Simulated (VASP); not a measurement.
As, 4 atoms in the cell. Symmetry: P6_3/mmc, No. 194, hexagonal system. Conventional cell: a = 3.975 Å, b = 3.975 Å, c = 6.560 Å, α = 90.00°, β = 90.00°, γ = 120.00°. As (site symmetry 3m) has 4 As at 2.44 to 2.45 Å within 3.2 Å. 

* Program: VASP 6.6.1
* Task: relaxation of cell and atoms
* Functional: PBEsol
* Potentials or basis: VASP PAW PBE potentials, release 64 (As)
* Cutoff: 600 eV
* k mesh: 6 × 6 × 4
* Occupations: gaussian, width 0.1 eV
* Spin: no spin polarisation
* Dipole correction: no
* Further INCAR settings: ALGO = Normal; EDIFF = 1e-06; IBRION = 2; EDIFFG = -0.05; NSW = 80; ISIF = 3

Potentials or basis: VASP PAW PBE potentials, release 64 (As).

Run with:

```bash
$ cat potpaw_PBE.64/As/POTCAR > POTCAR
$ mpirun -np 1 vasp_std > vasp.out
```

Hardware: 1 thread of Intel Xeon 6975P-C, with other jobs on the host.

**Question.** Estimate the wall time of this run.

**Answer.** Run time: 5.6 min on 1 thread of Intel Xeon 6975P-C (shared host), peak memory 0.25 GiB. Counts: scf iterations 149, k points 21, ion steps 22.
